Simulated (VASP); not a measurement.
Write the native input for VASP 6.6.1 that does the following.

```yaml
Task: relaxation of cell and atoms
Functional: PBE
Potentials_or_basis: VASP PAW PBE potentials, release 64 (Se)
Cutoff: 600 eV
k_mesh: 13 × 13 × 13
Occupations: fermi-dirac, width 0.1 eV
Spin: no spin polarisation
Target_pressure: 29 GPa
Dipole_correction: no
Further_INCAR_settings: ALGO = Normal; EDIFF = 1e-06; IBRION = 2; EDIFFG = -0.005; NSW = 32; ISIF = 3
```

The structure of Se lies in POSCAR:

```
Se
1.0
    1.6668661265     -0.9623656068      3.5691613650
    0.0000000000      1.9247312136      3.5691613650
   -1.6668661265     -0.9623656068      3.5691613650
Se
2
Direct
    0.2500000712      0.2500000712      0.2500000712
   -0.2500000712     -0.2500000712     -0.2500000712
```

The input as run:

INCAR

```
SYSTEM = Se
PREC = Accurate
ENCUT = 600
EDIFF = 1E-6
ISMEAR = -1
SIGMA = 0.1
LREAL = .FALSE.
LASPH = .TRUE.
NELM = 100
ALGO = Normal
ISIF = 3
LWAVE = .FALSE.
LCHARG = .FALSE.
GGA = PE
IBRION = 2
NSW = 32
EDIFFG = -0.005
PSTRESS = 290.0
```

KPOINTS

```
Automatic mesh
0
G
  13 13 13
  0 0 0
```

Potentials or basis: VASP PAW PBE potentials, release 64 (Se).

Run with:

```sh
$ cat potpaw_PBE.64/Se/POTCAR > POTCAR
$ mpirun -np 1 vasp_std > vasp.out
```

Results of the run:

* Relaxed volume: 17.19 Å³/atom
* Relaxed cell: a = 4.057 Å, b = 4.057 Å, c = 4.057 Å, α = 48.53°, β = 48.53°, γ = 48.53°
* Space group after relaxing (to 0.05 Å): R-3m (No. 166)
* Energy change on relaxing (the enthalpy is what falls): -3.4 meV/atom
* Ionic steps: 3
* Pressure after relaxing: 29.0 GPa
* Band gap on the k mesh: zero (band 6 reaches 10.90 eV, above the bottom of band 7 at 5.34 eV)

Caveat: the cell is relaxed towards a set pressure, so the enthalpy falls and the energy may rise.

It took 3.3 min on 1 thread of Oxide Virtual Turin-like Processor (shared host), peak memory 0.21 GiB.
